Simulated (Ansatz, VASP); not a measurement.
## RbCu3 in VASP and in Ansatz

```
Rb Cu
1.0
     4.26497    0.00000    0.00000
     0.00000    4.26497    0.00000
     0.00000    0.00000    4.26497
Rb Cu
1 3
Direct
  0.00000 0.00000 0.00000
  0.00000 0.50000 0.50000
  0.50000 0.00000 0.50000
  0.50000 0.50000 0.00000
```

Alike in both runs: task relaxation of cell and atoms; functional PBE; k mesh 12 × 12 × 12; occupations gaussian, width 0.1 eV; no spin polarisation.

|  | VASP | Ansatz |
| --- | --- | --- |
| version | VASP 6.6.1 | Ansatz 0.2.0 |
| potentials or method | VASP PAW PBE potentials, release 64 (Rb_sv, Cu), cutoff 600 eV | scalar-relativistic, plane waves, PAW |
| valence electrons in the cell | 42 | 66 |

|  | VASP | Ansatz | Ansatz less VASP |
| --- | --- | --- | --- |
| gap on the k mesh at the Fermi level, each at its own relaxed structure (eV) | none | none | - |
| relaxed volume (Å³/atom) | 20.63 | 20.43 | -0.200 |
| relaxed length of the cell vector where the two differ most in proportion (Å) | 4.354 | 4.339 | -0.0141 |

A gap of «none» marks a metal or a gap that the smearing closes. VASP's potentials hold 42 valence electrons a cell and Ansatz's 66, so a difference there can come from the potentials and not from the codes.
